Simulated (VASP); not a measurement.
# CuP3 (Pm-3m) in VASP: further runs

Runs on CuP3. Level: PBE. Tasks: single point, relaxation of cell and atoms.

All numbers are computed with VASP 6.6.1; they aren't measurements. Logs are shortened: lines on timing, memory, paths and dates and some standing lists are left out, and cuts for length are marked.

### Step 1. The cell of the first run

Symmetry: Pm-3m, No. 221, cubic system. Conventional cell: a = 3.859 Å, b = 3.859 Å, c = 3.859 Å, α = 90.00°, β = 90.00°, γ = 90.00°. Within 3.6 Å of Cu (site symmetry m-3m) lie 12 P at 2.73 Å. Within 3.6 Å of P (site symmetry 4/mmm) lie 4 Cu at 2.73 Å and 8 P at 2.73 Å.

### Step 2. Single point, PBE

INCAR

```
SYSTEM = CuP3
PREC     = Accurate       ! precision mode
ENCUT    = 520            ! plane-wave cutoff, eV
EDIFF    = 1E-7           ! SCF threshold, eV
ISMEAR   = 0              ! smearing method
SIGMA    = 0.1            ! smearing width, eV
LREAL    = .False.        ! projectors in reciprocal space
LASPH    = .True.         ! aspherical terms in the spheres
NELM     = 60             ! most SCF steps
ALGO     = Normal         ! electronic algorithm
ISIF     = 2              ! what is computed and relaxed
LWAVE    = .False.        ! write WAVECAR
LCHARG   = .False.        ! write CHGCAR
GGA      = PE             ! functional
NBANDS   = 21             ! bands
```

KPOINTS

```
Automatic mesh
0
Gamma
  4 4 4
  0 0 0
```

POSCAR

```
CuP3
1.0
    3.8589390256      0.0000000000      0.0000000000
    0.0000000000      3.8589390256      0.0000000000
    0.0000000000      0.0000000000      3.8589390256
Cu P
1 3
Direct
    0.0000000000      0.0000000000      0.0000000000
    0.0000000000      0.5000000000      0.5000000000
    0.5000000000      0.0000000000      0.5000000000
    0.5000000000      0.5000000000      0.0000000000
```

Potentials or basis: VASP PAW PBE potentials, release 64 (Cu, P).

The run is started by

```sh
> cat potpaw_PBE.64/Cu/POTCAR potpaw_PBE.64/P/POTCAR > POTCAR
> mpirun -np 1 vasp_std > vasp.out
```

OUTCAR:

```text
SYSTEM = CuP3
   PREC = Accurate
   ENCUT = 520
   EDIFF = 1E-7
   ISMEAR = 0
   LREAL = .False.
   LASPH = .True.
   NELM = 60
   ISIF = 2
   GGA = PE

 ion  position               nearest neighbor table
   1  0.000  0.000  0.000-   2 2.73   3 2.73   4 2.73   2 2.73   3 2.73   2 2.73   4 2.73   2 2.73
                             3 2.73   4 2.73   3 2.73   4 2.73
   2  0.000  0.500  0.500-   1 2.73   3 2.73   4 2.73   1 2.73   4 2.73   1 2.73   3 2.73   1 2.73
                             3 2.73   4 2.73   4 2.73   3 2.73
   3  0.500  0.000  0.500-   1 2.73   2 2.73   4 2.73   1 2.73   4 2.73   2 2.73   4 2.73   4 2.73
                             1 2.73   2 2.73   1 2.73   2 2.73
   4  0.500  0.500  0.000-   1 2.73   2 2.73   3 2.73   2 2.73   3 2.73   1 2.73   3 2.73   3 2.73
                             1 2.73   2 2.73   2 2.73   1 2.73

  LATTYP: Found a simple cubic cell.
 ALAT       =     3.8589390256

  Lattice vectors:

 A1 = (   3.8589390256,   0.0000000000,   0.0000000000)
 A2 = (   0.0000000000,   3.8589390256,   0.0000000000)
 A3 = (   0.0000000000,   0.0000000000,   3.8589390256)

Analysis of symmetry for initial positions (statically):
=====================================================================
 Subroutine PRICEL returns:
 Original cell was already a primitive cell.

 Routine SETGRP: Setting up the symmetry group for a
 simple cubic supercell.

 Subroutine GETGRP returns: Found 48 space group operations
 (whereof 48 operations were pure point group operations)
 out of a pool of 48 trial point group operations.

The static configuration has the point symmetry O_h .

Analysis of symmetry for dynamics (positions and initial velocities):
=====================================================================
 Subroutine PRICEL returns:
 Original cell was already a primitive cell.

 Routine SETGRP: Setting up the symmetry group for a
 simple cubic supercell.

 Subroutine GETGRP returns: Found 48 space group operations
 (whereof 48 operations were pure point group operations)
 out of a pool of 48 trial point group operations.

The dynamic configuration has the point symmetry O_h .

 Subroutine INISYM returns: Found 48 space group operations
 (whereof 48 operations are pure point group operations),
 and found     1 'primitive' translations

----------------------------------------------------------------------------------------

                                     Primitive cell

  volume of cell :      57.4650

  direct lattice vectors                    reciprocal lattice vectors
     3.858939026  0.000000000  0.000000000     0.259138585  0.000000000  0.000000000
     0.000000000  3.858939026  0.000000000     0.000000000  0.259138585  0.000000000
     0.000000000  0.000000000  3.858939026     0.000000000  0.000000000  0.259138585

  length of vectors
     3.858939026  3.858939026  3.858939026     0.259138585  0.259138585  0.259138585

  position of ions in fractional coordinates (direct lattice)
     0.000000000  0.000000000  0.000000000
     0.000000000  0.500000000  0.500000000
     0.500000000  0.000000000  0.500000000
     0.500000000  0.500000000  0.000000000

  ion indices of the primitive-cell ions
   primitive index   ion index
                 1           1
                 2           2
                 3           3
                 4           4

----------------------------------------------------------------------------------------

 KPOINTS: Automatic mesh

Automatic generation of k-mesh.
 Grid dimensions read from file:
 generate k-points for:    4    4    4

 Generating k-lattice:

  Cartesian coordinates                     Fractional coordinates (reciprocal lattice)
     0.064784646  0.000000000  0.000000000     0.250000000  0.000000000  0.000000000
     0.000000000  0.064784646  0.000000000     0.000000000  0.250000000  0.000000000
     0.000000000  0.000000000  0.064784646     0.000000000  0.000000000  0.250000000

  Length of vectors
     0.064784646  0.064784646  0.064784646

  Shift w.r.t. Gamma in fractional coordinates (k-lattice)
     0.000000000  0.000000000  0.000000000

 Subroutine IBZKPT returns following result:
 ===========================================

 Found     10 irreducible k-points:

 Following reciprocal coordinates:
            Coordinates               Weight
  0.000000  0.000000  0.000000      1.000000
  0.250000  0.000000  0.000000      6.000000
  0.500000  0.000000  0.000000      3.000000
  0.250000  0.250000  0.000000     12.000000
  0.500000  0.250000  0.000000     12.000000
  0.500000  0.500000  0.000000      3.000000
  0.250000  0.250000  0.250000      8.000000
  0.500000  0.250000  0.250000     12.000000
  0.500000  0.500000  0.250000      6.000000
  0.500000  0.500000  0.500000      1.000000
   k-points           NKPTS =     10   k-points in BZ     NKDIM =     10   number of bands    NBANDS=     21
   number of dos      NEDOS =    301   number of ions     NIONS =      4
   total plane-waves  NPLWV =  27000
   dimension x,y,z NGX =    30 NGY =   30 NGZ =   30
   dimension x,y,z NGXF=    60 NGYF=   60 NGZF=   60
   ions per type =               1   3
   NGX,Y,Z   is equivalent  to a cutoff of  12.92, 12.92, 12.92 a.u.
   NGXF,Y,Z  is equivalent  to a cutoff of  25.85, 25.85, 25.85 a.u.
 SYSTEM =  CuP3
   PREC   = accura    normal or accurate (medium, high low for compatibility)
   ISTART =      0    job   : 0-new  1-cont  2-samecut
   ICHARG =      2    charge: 1-file 2-atom 10-const
   ISPIN  =      1    spin polarized calculation?
   LNONCOLLINEAR =      F non collinear calculations
   LSORBIT =      F    spin-orbit coupling
   LASPH  =      T    aspherical Exc in radial PAW
   ENCUT  =  520.0 eV  38.22 Ry    6.18 a.u.   7.18  7.18  7.18*2*pi/ulx,y,z
   NELM   =     60;   NELMIN=  2; NELMDL= -5     # of ELM steps
   EDIFF  = 0.1E-06   stopping-criterion for ELM
   LREAL  =      F    real-space projection
   EDIFFG = 0.1E-05   stopping-criterion for IOM
   NSW    =      0    number of steps for IOM
   IBRION =     -1    ionic relax: 0-MD 1-quasi-New 2-CG
   NFREE  =      0    steps in history (QN), initial steepest desc. (CG)
   ISIF   =      2    stress and relaxation
   ISYM   =      2    0-nonsym 1-usesym 2-fastsym
   POTIM  = 0.5000    time-step for ionic-motion
   TEBEG  =    0.0;   TEEND  =   0.0 temperature during run
   PSTRESS=    0.0 pullay stress
   NELECT =      26.0000    total number of electrons
   NUPDOWN=      -1.0000    fix difference up-down
   EMIN   =  10.00;   EMAX   =-10.00  energy-range for DOS
   EFERMI =   0.00;   METHOD = LEGACY
   ISMEAR =     0;   SIGMA  =   0.10  broadening in eV -4-tet -1-fermi 0-gaus
   EFERMI_NEDOS =   21; number of points for ismear=-14 and -15
   IALGO  =     38    algorithm
   IMIX   =      4    mixing-type and parameters
     AMIX     =   0.40;   BMIX     =  1.00
     AMIX_MAG =   1.60;   BMIX_MAG =  1.00
  volume/ion in A,a.u.               =      14.37        96.95
  Fermi-wavevector in a.u.,A,eV,Ry     =   1.256796  2.375000 21.490885  1.579536
  Thomas-Fermi vector in A             =   2.390486
   LORBIT       =      0    0 simple, 1 ext, 2 COOP (PROOUT), +10 PAW based schemes
   GGA     = PE    functional components
   LHFCALC =     F    Hartree Fock is set to
   AEXX    =    0.0000 exact exchange contribution
   IVDW    =     0    specifies the selected vdW correction
   LEPSILON=     F    determine dielectric tensor
   LRPA    =     F    only Hartree local field effects (RPA)
 non-spin polarized calculation
 Gauss-broadening in eV      SIGMA  =   0.10
  energy-cutoff  :      520.00
  volume of cell :       57.47
 maximum number of plane-waves:      1568
 NGX is ok and might be reduce to    30
   NGX = 15   NGY = 15   NGZ = 15

 number of electron      25.9999972 magnetization

 Free energy of the ion-electron system (eV)
  ---------------------------------------------------
  ext. energy  EPLUGINS =         0.00000000
  ---------------------------------------------------
  free energy    TOTEN  =       -17.11024430 eV

  energy without entropy =      -17.09239172  energy(sigma->0) =      -17.10131801

 E-fermi :   9.1323     XC(G=0): -11.5587

 val. band max:        9.0250597886   @ k =   0.5000   0.0000   0.0000
 cond. band min:       9.1424505936   @ k =   0.2500   0.2500   0.0000
 fundamental gap:      0.1173908050
 Fermi energy:         9.1322751737

 k-point     1 :       0.0000    0.0000    0.0000
  band No.  band energies     occupation
      1      -6.3908      2.00000
      2       1.1521      2.00000
      3       1.1521      2.00000
      4       3.3037      2.00000
      5       3.3037      2.00000
      6       3.3037      2.00000
[... 13 lines left out ...]
     20      15.1294      0.00000
     21      15.1294      0.00000

 k-point     2 :       0.2500    0.0000    0.0000
  band No.  band energies     occupation
      1      -5.8452      2.00000
      2      -1.2378      2.00000
      3       1.5145      2.00000
      4       3.6173      2.00000
      5       3.6173      2.00000
      6       4.9309      2.00000
[... 13 lines left out ...]
     20      16.6847      0.00000
     21      17.8179      0.00000

 k-point     3 :       0.5000    0.0000    0.0000
  band No.  band energies     occupation
      1      -4.7208      2.00000
      2      -3.3294      2.00000
      3       2.0335      2.00000
      4       3.9999      2.00000
      5       3.9999      2.00000
      6       4.8316      2.00000
[... 13 lines left out ...]
     20      15.8244      0.00000
     21      16.8550      0.00000
[... 121 lines left out ...]
 k-point     9 :       0.5000    0.5000    0.2500
  band No.  band energies     occupation
      1      -2.3282      2.00000
      2      -1.9395      2.00000
      3      -1.9395      2.00000
      4       1.8096      2.00000
      5       2.8033      2.00000
      6       3.7263      2.00000
[... 13 lines left out ...]
     20      18.2853      0.00000
     21      18.2853      0.00000

 k-point    10 :       0.5000    0.5000    0.5000
  band No.  band energies     occupation
      1      -1.4740      2.00000
      2      -1.4740      2.00000
      3      -1.4740      2.00000
      4       0.8688      2.00000
      5       2.4688      2.00000
      6       2.4688      2.00000
[... 13 lines left out ...]
     20      19.7033      0.00000
     21      19.7063      0.00000

------------------------ aborting loop because EDIFF is reached ----------------------------------------

  FORCE on cell =-STRESS in cart. coord.  units (eV):
  Direction    XX          YY          ZZ          XY          YZ          ZX
  --------------------------------------------------------------------------------------
  -------------------------------------------------------------------------------------
  Total       -0.1095589     -0.1095589     -0.1095589     -0.0000000      0.0000000     -0.0000000
  in kB       -3.0545999     -3.0545999     -3.0545999     -0.0000000      0.0000000     -0.0000000
  external PRESSURE =      -3.0545999 kB  Pullay stress =       0.0000000 kB

 VOLUME and BASIS-vectors are now :
 -----------------------------------------------------------------------------
  energy-cutoff  :      520.00
  volume of cell :       57.47
      direct lattice vectors                 reciprocal lattice vectors
     3.858939026  0.000000000  0.000000000     0.259138585  0.000000000  0.000000000
     0.000000000  3.858939026  0.000000000     0.000000000  0.259138585  0.000000000
     0.000000000  0.000000000  3.858939026     0.000000000  0.000000000  0.259138585

 POSITION                                       TOTAL-FORCE (eV/Angst)
 -----------------------------------------------------------------------------------
      0.00000      0.00000      0.00000         0.000000      0.000000      0.000000
      0.00000      1.92947      1.92947         0.000000      0.000000      0.000000
      1.92947      0.00000      1.92947         0.000000      0.000000      0.000000
      1.92947      1.92947      0.00000         0.000000      0.000000      0.000000
 -----------------------------------------------------------------------------------
    total drift:                                0.000000      0.000000     -0.000000

  FREE ENERGIE OF THE ION-ELECTRON SYSTEM (eV)
  ---------------------------------------------------
  free  energy   TOTEN  =       -17.1102443026 eV

  energy  without entropy=      -17.0923917186  energy(sigma->0) =      -17.10131801
```

It took 11 s on 1 thread of Intel Xeon 6975P-C (Granite Rapids), shared host; peak memory 0.16 GiB.

Results:

```
Free energy            : -17.1102 eV
Pressure               : -0.3 GPa
Band gap on the k mesh : zero (bands 13 and 14 overlap by 2.22 eV)
```

Levels at points of the mesh, in eV from the Fermi level:
| k point | band 10 | band 11 | band 12 | band 13 | band 14 | band 15 | band 16 | band 17 |
| --- | --- | --- | --- | --- | --- | --- | --- | --- |
| (0.00, 0.00, 0.00) | -2.68 | -2.68 | -1.17 | 0.79 | 0.79 | 0.79 | 3.42 | 3.42 |
| (0.50, 0.00, 0.00) | -2.64 | -2.03 | -2.03 | -1.68 | -1.43 | -0.11 | 3.18 | 3.18 |
| (0.50, 0.50, 0.00) | -2.41 | -2.22 | -1.18 | -1.18 | -0.32 | -0.32 | 3.20 | 4.01 |
| (0.50, 0.50, 0.50) | -2.60 | -2.60 | -2.60 | -2.35 | 4.78 | 4.78 | 4.97 | 4.97 |

Caveat: the k points lie up to 0.41 Å⁻¹ apart, too coarse for converged energies and pressures of a metal.

### Step 3. Single point, PBE

This run uses another cell than the first one, of 15.75 Å³/atom.

INCAR

```
PREC = Accurate
ENCUT = 520
EDIFF = 1E-6
ISMEAR = 0
SIGMA = 0.1
LREAL = F
LASPH = T
NELM = 80
ALGO = Normal
ISIF = 2
LWAVE = F
LCHARG = T
GGA = PE
LELF = T
LVHAR = T
NBANDS = 21
```

KPOINTS

```
regular mesh
0
Gamma
  4 4 4
```

POSCAR

```
CuP3
1.0
    3.9793330686      0.0000000000      0.0000000000
    0.0000000000      3.9793330686      0.0000000000
    0.0000000000      0.0000000000      3.9793330686
Cu P
1 3
Direct
    0.0000000000      0.0000000000      0.0000000000
    0.0000000000      0.5000000000      0.5000000000
    0.5000000000      0.0000000000      0.5000000000
    0.5000000000      0.5000000000      0.0000000000
```

Potentials or basis: VASP PAW PBE potentials, release 64 (Cu, P).

The run is started by

```sh
> cat potpaw_PBE.64/Cu/POTCAR potpaw_PBE.64/P/POTCAR > POTCAR
> mpirun -np 1 vasp_std > vasp.out
```

Wall time 11 s (1 thread of Intel Xeon 6975P-C (Granite Rapids), shared host); peak memory 0.16 GiB.

The run converged. Its results:

```yaml
Free_energy: -16.9542 eV
Pressure: -8.1 GPa
Band_gap_on_the_k_mesh: zero (bands 13 and 14 overlap by 1.84 eV)
```

Levels at points of the mesh, in eV from the Fermi level:
```tsv
k point	band 11	band 12	band 13	band 14	band 15	band 16
(0.00, 0.00, 0.00)	-2.51	-0.80	0.73	0.73	0.73	3.15
(0.50, 0.00, 0.00)	-1.85	-1.84	-1.84	-1.12	-0.07	2.89
(0.50, 0.50, 0.00)	-2.05	-1.17	-1.17	-0.28	-0.28	3.44
(0.50, 0.50, 0.50)	-2.39	-2.39	-1.95	4.26	4.26	4.42
```

Caveat: the k points lie up to 0.39 Å⁻¹ apart, too coarse for converged energies and pressures of a metal.

### Step 4. Relaxation of cell and atoms, PBE

This run uses another cell than the first one, of 15.75 Å³/atom.

INCAR

```
SYSTEM = CuP3
PREC = Accurate
ENCUT = 600
EDIFF = 1E-6
ISMEAR = 0
SIGMA = 0.1
LREAL = .FALSE.
LASPH = .TRUE.
NELM = 60
ALGO = Normal
ISIF = 3
LWAVE = .FALSE.
LCHARG = .FALSE.
GGA = PE
IBRION = 2
NSW = 90
EDIFFG = -0.04
```

KPOINTS

```
Automatic mesh
0
G
  4 4 4
  0 0 0
```

POSCAR is that of step 3.

The run is started by

```sh
> cat potpaw_PBE.64/Cu/POTCAR potpaw_PBE.64/P/POTCAR > POTCAR
> mpirun -np 1 vasp_std > vasp.out
```

It took 22 s on 1 thread of Intel Xeon 6975P-C (Granite Rapids), shared host; peak memory 0.18 GiB.

Results (log left out):

```
Free energy                           : -17.1116 eV
Relaxed volume                        : 14.32 Å³/atom
Relaxed cell                          : a = 3.855 Å, b = 3.855 Å, c = 3.855 Å, α = 90.00°, β = 90.00°, γ = 90.00°
Space group after relaxing (to 0.1 Å) : Pm-3m (No. 221)
Energy gained by relaxing             : 39.3 meV/atom
Ionic steps                           : 3
Pressure after relaxing               : 0.0 GPa
Band gap on the k mesh                : zero (bands 13 and 14 overlap by 2.23 eV)
```

Step by step:
```
step  energy change (eV)  largest force (eV/Å)  pressure (GPa)  volume (Å³)
   1              0.0000                0.0000           -8.14        63.01
   2             -0.1470                0.0000            2.42        55.99
   3             -0.1572                0.0000            0.04        57.27
```

Final structure:
```
CELL_PARAMETERS angstrom
3.85459 0.00000 0.00000
0.00000 3.85459 0.00000
0.00000 0.00000 3.85459
ATOMIC_POSITIONS crystal
Cu 0.00000 0.00000 0.00000
P 0.00000 0.50000 0.50000
P 0.50000 0.00000 0.50000
P 0.50000 0.50000 0.00000
```

Levels at points of the mesh, in eV from the Fermi level:
```
           k point  band 9  band 10  band 11  band 12  band 13  band 14  band 15  band 16  band 17
(0.00, 0.00, 0.00)   -3.17    -2.69    -2.69    -1.19     0.79     0.79     0.79     3.43     3.43
(0.50, 0.00, 0.00)   -2.65    -2.65    -2.04    -2.04    -1.67    -1.44    -0.11     3.20     3.20
(0.50, 0.50, 0.00)   -2.92    -2.42    -2.22    -1.18    -1.18    -0.33    -0.33     3.19     4.02
(0.50, 0.50, 0.50)   -2.91    -2.61    -2.61    -2.61    -2.36     4.80     4.80     4.99     4.99
```

Caveat: the k points lie up to 0.41 Å⁻¹ apart in the final cell, too coarse for converged energies and pressures of a metal.

(Continued in part 2 of 2.)
